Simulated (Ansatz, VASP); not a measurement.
## One calculation of Ni, two programs

The input INCAR:

```
ALGO     = Normal         # electronic algorithm
EDIFF    = 1E-6           # SCF threshold, eV
ENCUT    = 520            # plane-wave cutoff, eV
ISIF     = 2              # what is computed and relaxed
ISMEAR   = -1             # smearing method
ISPIN    = 2              # spin polarisation
LASPH    = T              # aspherical terms in the spheres
LCHARG   = T              # write CHGCAR
LELF     = T              # ELF
LMAXMIX  = 4              # l up to which the mixer works
LORBIT   = 11             # projections on sites
LREAL    = F              # projectors in reciprocal space
LVHAR    = T            
LWAVE    = F              # write WAVECAR
MAGMOM   = 1              # initial moments
NBANDS   = 15             # bands
NELM     = 150            # most SCF steps
PREC     = Accurate       # precision mode
SIGMA    = 0.05           # smearing width, eV
```

KPOINTS

```
k-points
0
Gamma
  21 21 21
```

The input POSCAR:

```
Ni
1.0
    0.0000000000      1.6525055177      1.6525055177
    1.6525055177      0.0000000000      1.6525055177
    1.6525055177      1.6525055177      0.0000000000
Ni
1
Direct
    0.0000000000      0.0000000000      0.0000000000
```

Input for Ansatz:

```yaml
crystal:
  lattice:
    - [0.0, 1.6525055177, 1.6525055177]
    - [1.6525055177, 0.0, 1.6525055177]
    - [1.6525055177, 1.6525055177, 0.0]
  atoms:
    - { symbol: Ni, position: [0.0, 0.0, 0.0], spin: 1.0 }
magnetization:
  spin_polarized: true
kpoints:
  mp_grid: { grid: [21, 21, 21] }
scf:
  occupations: { method: fermi_dirac, width: 0.05 }
hamiltonian:
  xc: lda
  pseudopotentials: { kind: all_electron, lapw: { basis_error: 0.001 } }
output:
  forces: true
  stress: true
  eigenvalues: true
  populations: true
```

Change from the starting cell: volume scaled by 0.9, LAPW.

Alike in both runs: task single point; functional LDA; k mesh 21 × 21 × 21; occupations fermi-dirac, width 0.05 eV; collinear spin.

|  | VASP | Ansatz |
| --- | --- | --- |
| version | VASP 6.6.1 | Ansatz 0.2.0 |
| potentials or method | VASP PAW LDA potentials, release 64 (Ni), cutoff 520 eV | all-electron LAPW, scalar-relativistic |

VASP gave:

| Quantity | Value |
| --- | --- |
| pressure (GPa) | 34.3 |
| net moment per atom (μB) | 0.55 |
| size of the moment on the site where the two differ most (μB) | 0.55 |

Task: Which values does Ansatz return?

Result: Pressure (GPa): 34.7; net moment per atom (μB): 0.56; size of the moment on the site where the two differ most (μB): 0.58.

LDA's correlation is that of Perdew and Zunger in VASP and of Perdew and Wang (1992) in Ansatz. Site moments also hang on the region over which each program counts them. Both programs put the cell under a high pressure, so it lies far from rest at this level. Ansatz ran all-electron here, and VASP with PAW potentials.
